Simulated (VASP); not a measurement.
# Ba (Immm) in VASP: single point with PBE

Aim: the single point of Ba with PBE.

Everything below comes from runs of VASP 6.6.1. Logs are shortened: lines on timing, memory, paths and dates and some standing lists are left out, and cuts for length are marked.

### 1 The cell of the first run

The structure is orthorhombic, space group Immm (No. 71). Conventional cell: a = 4.938 Å, b = 5.000 Å, c = 5.062 Å, α = 90.00°, β = 90.00°, γ = 90.00°. Within 5.7 Å of Ba (site symmetry mmm) lie 14 Ba at 4.33 to 5.06 Å.

### 2 Single point, PBE (strain +0.0125 x Voigt [1, -1, 0, 0, 0, 0])

File INCAR:

```
SYSTEM = Ba
  PREC = Accurate
  ENCUT = 520
  EDIFF = 1E-6
  ISMEAR = 0
  SIGMA = 0.15
  LREAL = .False.
  LASPH = .True.
  NELM = 80
  ALGO = Fast
  ISIF = 2
  LWAVE = .False.
  LCHARG = .True.
  GGA = PE
  LELF = .True.
  LVHAR = .True.
  NBANDS = 11
```

File KPOINTS:

```
Automatic mesh
0
Gamma
  14 14 14
  0 0 0
```

File POSCAR:

```
Ba
1.0
   -2.5312500000      2.4687500000      2.5000000000
    2.5312500000     -2.4687500000      2.5000000000
    2.5312500000      2.4687500000     -2.5000000000
Ba
1
Direct
    0.0000000000      0.0000000000      0.0000000000
```

Potentials or basis: VASP PAW PBE potentials, release 64 (Ba_sv).

Run with:

```sh
$ cat potpaw_PBE.64/Ba_sv/POTCAR > POTCAR
$ mpirun -np 1 vasp_std > vasp.out
```

OUTCAR:

```text
SYSTEM = Ba
   PREC = Accurate
   ENCUT = 520
   EDIFF = 1E-6
   ISMEAR = 0
   LREAL = .False.
   LASPH = .True.
   NELM = 80
   ISIF = 2
   GGA = PE

 ion  position               nearest neighbor table
   1  0.000  0.000  0.000-

  LATTYP: Found a body centered orthorhombic cell.
 ALAT       =     4.9375000000
 B/A-ratio  =     1.0126582278
 C/A-ratio  =     1.0253164557

  Lattice vectors:

 A1 = (  -2.5312500000,  -2.4687500000,  -2.5000000000)
 A2 = (  -2.5312500000,   2.4687500000,   2.5000000000)
 A3 = (   2.5312500000,   2.4687500000,  -2.5000000000)

Analysis of symmetry for initial positions (statically):
=====================================================================
 Subroutine PRICEL returns:
 Original cell was already a primitive cell.

 Routine SETGRP: Setting up the symmetry group for a
 body centered orthorhombic supercell.

 Subroutine GETGRP returns: Found  8 space group operations
 (whereof  8 operations were pure point group operations)
 out of a pool of  8 trial point group operations.

The static configuration has the point symmetry D_2h.

Analysis of symmetry for dynamics (positions and initial velocities):
=====================================================================
 Subroutine PRICEL returns:
 Original cell was already a primitive cell.

 Routine SETGRP: Setting up the symmetry group for a
 body centered orthorhombic supercell.

 Subroutine GETGRP returns: Found  8 space group operations
 (whereof  8 operations were pure point group operations)
 out of a pool of  8 trial point group operations.

The dynamic configuration has the point symmetry D_2h.

 Subroutine INISYM returns: Found  8 space group operations
 (whereof  8 operations are pure point group operations),
 and found     1 'primitive' translations

----------------------------------------------------------------------------------------

                                     Primitive cell

  volume of cell :      62.4902

  direct lattice vectors                    reciprocal lattice vectors
    -2.531250000  2.468750000  2.500000000     0.000000000  0.202531646  0.200000000
     2.531250000 -2.468750000  2.500000000     0.197530864  0.000000000  0.200000000
     2.531250000  2.468750000 -2.500000000     0.197530864  0.202531646  0.000000000

  length of vectors
     4.330352540  4.330352540  4.330352540     0.284638486  0.281102192  0.282909013

  position of ions in fractional coordinates (direct lattice)
     0.000000000  0.000000000  0.000000000

  ion indices of the primitive-cell ions
   primitive index   ion index
                 1           1

----------------------------------------------------------------------------------------

 KPOINTS: Automatic mesh

Automatic generation of k-mesh.
 Grid dimensions read from file:
 generate k-points for:   14   14   14

 Generating k-lattice:

  Cartesian coordinates                     Fractional coordinates (reciprocal lattice)
     0.000000000  0.014466546  0.014285714     0.071428571  0.000000000  0.000000000
     0.014109347  0.000000000  0.014285714    -0.000000000  0.071428571  0.000000000
     0.014109347  0.014466546  0.000000000    -0.000000000  0.000000000  0.071428571

  Length of vectors
     0.020331320  0.020078728  0.020207787

  Shift w.r.t. Gamma in fractional coordinates (k-lattice)
     0.000000000  0.000000000  0.000000000

 Subroutine IBZKPT returns following result:
 ===========================================

 Found    428 irreducible k-points:

 Following reciprocal coordinates:
            Coordinates               Weight
  0.000000  0.000000  0.000000      1.000000
  0.071429 -0.000000  0.000000      4.000000
  0.142857 -0.000000  0.000000      4.000000
  0.214286  0.000000 -0.000000      4.000000
  0.285714 -0.000000  0.000000      4.000000
  0.357143 -0.000000  0.000000      4.000000
[... 16 lines left out ...]
 -0.000000  0.142857  0.000000      4.000000
  0.071429  0.142857  0.000000      8.000000
 [... further k-points ...]
   k-points           NKPTS =    428   k-points in BZ     NKDIM =    428   number of bands    NBANDS=     11
   number of dos      NEDOS =    301   number of ions     NIONS =      1
   total plane-waves  NPLWV =  32768
   dimension x,y,z NGX =    32 NGY =   32 NGZ =   32
   dimension x,y,z NGXF=    64 NGYF=   64 NGZF=   64
   ions per type =               1
   NGX,Y,Z   is equivalent  to a cutoff of  12.29, 12.29, 12.29 a.u.
   NGXF,Y,Z  is equivalent  to a cutoff of  24.57, 24.57, 24.57 a.u.
 SYSTEM =  Ba
   PREC   = accura    normal or accurate (medium, high low for compatibility)
   ISTART =      0    job   : 0-new  1-cont  2-samecut
   ICHARG =      2    charge: 1-file 2-atom 10-const
   ISPIN  =      1    spin polarized calculation?
   LNONCOLLINEAR =      F non collinear calculations
   LSORBIT =      F    spin-orbit coupling
   LASPH  =      T    aspherical Exc in radial PAW
   ENCUT  =  520.0 eV  38.22 Ry    6.18 a.u.   8.05  8.05  8.05*2*pi/ulx,y,z
   NELM   =     80;   NELMIN=  2; NELMDL= -5     # of ELM steps
   EDIFF  = 0.1E-05   stopping-criterion for ELM
   LREAL  =      F    real-space projection
   EDIFFG = 0.1E-04   stopping-criterion for IOM
   NSW    =      0    number of steps for IOM
   IBRION =     -1    ionic relax: 0-MD 1-quasi-New 2-CG
   NFREE  =      0    steps in history (QN), initial steepest desc. (CG)
   ISIF   =      2    stress and relaxation
   ISYM   =      2    0-nonsym 1-usesym 2-fastsym
   POTIM  = 0.5000    time-step for ionic-motion
   TEBEG  =    0.0;   TEEND  =   0.0 temperature during run
   PSTRESS=    0.0 pullay stress
   NELECT =      10.0000    total number of electrons
   NUPDOWN=      -1.0000    fix difference up-down
   EMIN   =  10.00;   EMAX   =-10.00  energy-range for DOS
   EFERMI =   0.00;   METHOD = LEGACY
   ISMEAR =     0;   SIGMA  =   0.15  broadening in eV -4-tet -1-fermi 0-gaus
   EFERMI_NEDOS =   21; number of points for ismear=-14 and -15
   IALGO  =     68    algorithm
   IMIX   =      4    mixing-type and parameters
     AMIX     =   0.40;   BMIX     =  1.00
     AMIX_MAG =   1.60;   BMIX_MAG =  1.00
  volume/ion in A,a.u.               =      62.49       421.70
  Fermi-wavevector in a.u.,A,eV,Ry     =   0.888800  1.679589 10.748136  0.789966
  Thomas-Fermi vector in A             =   2.010277
   LORBIT       =      0    0 simple, 1 ext, 2 COOP (PROOUT), +10 PAW based schemes
   GGA     = PE    functional components
   LHFCALC =     F    Hartree Fock is set to
   AEXX    =    0.0000 exact exchange contribution
   IVDW    =     0    specifies the selected vdW correction
   LEPSILON=     F    determine dielectric tensor
   LRPA    =     F    only Hartree local field effects (RPA)
 non-spin polarized calculation
 RMM-DIIS sequential band-by-band and
 Gauss-broadening in eV      SIGMA  =   0.15
  energy-cutoff  :      520.00
  volume of cell :       62.49
 maximum number of plane-waves:      1706
   NGX = 17   NGY = 17   NGZ = 17

 number of electron      10.0000000 magnetization

 number of electron       9.9999999 magnetization

 Free energy of the ion-electron system (eV)
  ---------------------------------------------------
  ext. energy  EPLUGINS =         0.00000000
  ---------------------------------------------------
  free energy    TOTEN  =        -1.91401921 eV

  energy without entropy =       -1.90031237  energy(sigma->0) =       -1.90716579

 E-fermi :   1.6699     XC(G=0):  -7.4347

 val. band max:        1.6689871113   @ k =   0.4286  -0.4286   0.2857
 cond. band min:       1.6705897176   @ k =   0.5000   0.5000   0.2857
 fundamental gap:      0.0016026063
 Fermi energy:         1.6699236357

 k-point     1 :       0.0000    0.0000    0.0000
  band No.  band energies     occupation
      1     -27.1970      2.00000
      2     -12.1423      2.00000
      3     -12.1420      2.00000
      4     -12.1414      2.00000
      5      -1.0812      2.00000
      6       3.4392      0.00000
      7       3.5168      0.00000
      8       3.5901      0.00000
      9       4.8278      0.00000
     10       5.0199      0.00000
     11       8.5413      0.00000

 k-point     2 :       0.0714   -0.0000    0.0000
  band No.  band energies     occupation
      1     -27.1948      2.00000
      2     -12.1668      2.00000
      3     -12.1502      2.00000
      4     -12.1421      2.00000
      5      -0.9829      2.00000
      6       3.3866      0.00000
      7       3.5439      0.00000
      8       3.5838      0.00000
      9       4.8058      0.00000
     10       4.9002      0.00000
     11       8.7703      0.00000

 k-point     3 :       0.1429   -0.0000    0.0000
  band No.  band energies     occupation
      1     -27.1885      2.00000
      2     -12.2362      2.00000
      3     -12.1724      2.00000
      4     -12.1432      2.00000
      5      -0.7024      2.00000
      6       3.1779      0.00000
      7       3.3514      0.00000
      8       3.8718      0.00000
      9       4.6813      0.00000
     10       4.8558      0.00000
     11       9.0575      0.00000

 k-point     4 :       0.2143    0.0000   -0.0000
  band No.  band energies     occupation
      1     -27.1794      2.00000
      2     -12.3335      2.00000
      3     -12.2041      2.00000
      4     -12.1449      2.00000
      5      -0.2848      2.00000
      6       2.9131      0.00000
      7       3.0230      0.00000
      8       4.3478      0.00000
      9       4.7045      0.00000
     10       4.9027      0.00000
     11       9.1612      0.00000
[... 239 lines left out ...]
 k-point    22 :      -0.0714    0.0714   -0.0000
  band No.  band energies     occupation
      1     -27.1948      2.00000
      2     -12.1670      2.00000
      3     -12.1497      2.00000
      4     -12.1420      2.00000
      5      -0.9842      2.00000
      6       3.4095      0.00000
      7       3.4758      0.00000
      8       3.6369      0.00000
      9       4.7432      0.00000
     10       4.9603      0.00000
     11       8.7153      0.00000

 k-point    23 :      -0.0000    0.1429    0.0000
  band No.  band energies     occupation
      1     -27.1887      2.00000
      2     -12.2369      2.00000
      3     -12.1696      2.00000
      4     -12.1419      2.00000
      5      -0.7123      2.00000
      6       3.2471      0.00000
      7       3.2784      0.00000
      8       3.9407      0.00000
      9       4.5216      0.00000
     10       4.9779      0.00000
     11       8.9598      0.00000

 k-point    24 :       0.0714    0.1429    0.0000
  band No.  band energies     occupation
      1     -27.1831      2.00000
      2     -12.2967      2.00000
      3     -12.1824      2.00000
      4     -12.1506      2.00000
      5      -0.4529      2.00000
      6       3.0509      0.00000
      7       3.1292      0.00000
      8       4.2249      0.00000
      9       4.4403      0.00000
     10       5.0448      0.00000
     11       9.1478      0.00000

 [... further k-points ...]
[... 5 lines left out ...]
  --------------------------------------------------------------------------------------
  -------------------------------------------------------------------------------------
  Total        0.0431858      0.0900707      0.0635462      0.0000000      0.0000000      0.0000000
  in kB        1.1072339      2.3093077      1.6292509      0.0000000      0.0000000      0.0000000
  external PRESSURE =       1.6819308 kB  Pullay stress =       0.0000000 kB

 VOLUME and BASIS-vectors are now :
 -----------------------------------------------------------------------------
  energy-cutoff  :      520.00
  volume of cell :       62.49
      direct lattice vectors                 reciprocal lattice vectors
    -2.531250000  2.468750000  2.500000000     0.000000000  0.202531646  0.200000000
     2.531250000 -2.468750000  2.500000000     0.197530864  0.000000000  0.200000000
     2.531250000  2.468750000 -2.500000000     0.197530864  0.202531646  0.000000000

 POSITION                                       TOTAL-FORCE (eV/Angst)
 -----------------------------------------------------------------------------------
      0.00000      0.00000      0.00000        -0.000000      0.000000      0.000000
 -----------------------------------------------------------------------------------
    total drift:                                0.000000      0.000000     -0.000000

  FREE ENERGIE OF THE ION-ELECTRON SYSTEM (eV)
  ---------------------------------------------------
  free  energy   TOTEN  =        -1.9140192050 eV

  energy  without entropy=       -1.9003123703  energy(sigma->0) =       -1.90716579
```

Wall time 3.7 min (1 thread of Oxide Virtual Turin-like, shared host); peak memory 0.37 GiB.

Results:

* Free energy: -1.9140 eV
* Pressure: 0.2 GPa
* Band gap on the k mesh: zero (band 5 reaches 2.13 eV, above the bottom of band 6 at 1.14 eV)

Levels at points of the mesh, in eV from the Fermi level:
```tsv
k point	band 1	band 2	band 3	band 4	band 5	band 6	band 7	band 8	band 9	band 10
(0.00, 0.00, 0.00)	-28.87	-13.81	-13.81	-13.81	-2.75	1.77	1.85	1.92	3.16	3.35
(0.50, 0.00, 0.00)	-28.82	-14.28	-13.97	-13.82	-0.89	0.62	1.32	3.33	3.87	5.29
(0.00, 0.50, 0.00)	-28.82	-14.28	-13.96	-13.81	-0.90	0.77	1.24	3.12	3.76	5.25
(0.50, 0.50, 0.00)	-28.82	-14.28	-13.96	-13.82	-0.89	0.69	1.28	3.21	3.84	5.27
(0.50, 0.50, 0.50)	-28.79	-14.15	-14.14	-14.13	-0.57	-0.53	4.26	4.40	4.54	4.76
```

Caveat: the cell differs from its parent crystal (strain +0.0125 x Voigt [1, -1, 0, 0, 0, 0]); spin-orbit coupling is left out, which moves the levels of the heavy elements.
